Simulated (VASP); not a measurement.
Here is a VASP 6.6.1 calculation.

INCAR

```
ALGO = Normal ; EDIFF = 1E-6
ENCUT = 520 ; GGA = PS
ISIF = 2 ; ISMEAR = -1
LASPH = True ; LCHARG = False
LREAL = False ; LWAVE = False
NBANDS = 11 ; NELM = 80
PREC = Accurate ; SIGMA = 0.1
```

Contents of KPOINTS:

```
k-points
0
Gamma
  16 16 16
```

POSCAR

```
Pd
1.0
   -1.6024155008      1.6024155008      1.6024155008
    1.6024155008     -1.6024155008      1.6024155008
    1.6024155008      1.6024155008     -1.6024155008
Pd
1
Direct
    0.0000000000      0.0000000000      0.0000000000
```

Potentials or basis: VASP PAW PBE potentials, release 64 (Pd).

Command:

```sh
$ cat potpaw_PBE.64/Pd/POTCAR > POTCAR
$ mpirun -np 1 vasp_std > vasp.out
```

Q: Estimate the band gap on the k mesh.

A: Zero (band 5 reaches 8.38 eV, above the bottom of band 6 at 7.00 eV).

Q: What does it give for the pressure?

A: -16.6 GPa.

Caveat: the PAW data sets were made with another functional, which shifts forces and pressure a little.
